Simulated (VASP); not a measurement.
Set up this calculation in VASP 6.6.1, as the native input.

| Property | Result |
| --- | --- |
| Task | relaxation of cell and atoms |
| Functional | PBE |
| Potentials or basis | VASP PAW PBE potentials, release 64 (C, N) |
| Cutoff | 600 eV |
| k mesh | 10 × 10 × 14 |
| Occupations | gaussian, width 0.1 eV |
| Spin | no spin polarisation |
| Dipole correction | no |
| Further INCAR settings | ALGO = Normal; EDIFF = 1e-06; IBRION = 2; EDIFFG = -0.01; NSW = 100; ISIF = 3 |

The structure of C4N lies in POSCAR:

```
C4N
1.0
    2.3847174040     -4.2663057443      0.0000000000
    2.3847174040      4.2663057443      0.0000000000
    0.0000000000      0.0000000000      2.5612549987
C N
4 1
Direct
    0.5816959086      0.4183040914      0.5000000000
    0.4183040914      0.5816959086      0.5000000000
    0.2625098421      0.2625098421      0.0000000000
    0.7374901579      0.7374901579      0.0000000000
    0.0000000000      0.0000000000      0.0000000000
```

One way to write it, as run:

INCAR

```
SYSTEM = C4N
  PREC = Accurate
  ENCUT = 600
  EDIFF = 1E-6
  ISMEAR = 0
  SIGMA = 0.1
  LREAL = .FALSE.
  LASPH = .TRUE.
  NELM = 100
  ALGO = Normal
  ISIF = 3
  LWAVE = .FALSE.
  LCHARG = .FALSE.
  GGA = PE
  IBRION = 2
  NSW = 100
  EDIFFG = -0.01
```

KPOINTS

```
Automatic mesh
0
G
  10 10 14
  0 0 0
```

Potentials or basis: VASP PAW PBE potentials, release 64 (C, N).

Run with:

```sh
$ cat potpaw_PBE.64/C/POTCAR potpaw_PBE.64/N/POTCAR > POTCAR
$ mpirun -np 1 vasp_std > vasp.out
```

Results of the run:

```json
{
  "Relaxed volume": "10.38 Å³/atom",
  "Relaxed cell": "a = 4.891 Å, b = 4.891 Å, c = 2.553 Å, α = 90.00°, β = 90.00°, γ = 121.77°",
  "Space group after relaxing (to 0.05 Å)": "Cmmm (No. 65)",
  "Energy gained by relaxing": "0.9 meV/atom",
  "Ionic steps": "9",
  "Pressure after relaxing": "0.0 GPa",
  "Largest force after relaxing": "0.007 eV/Å"
}
```

It took 12 min on 1 thread of Oxide Virtual Turin-like Processor, on a shared host, peak memory 0.28 GiB.
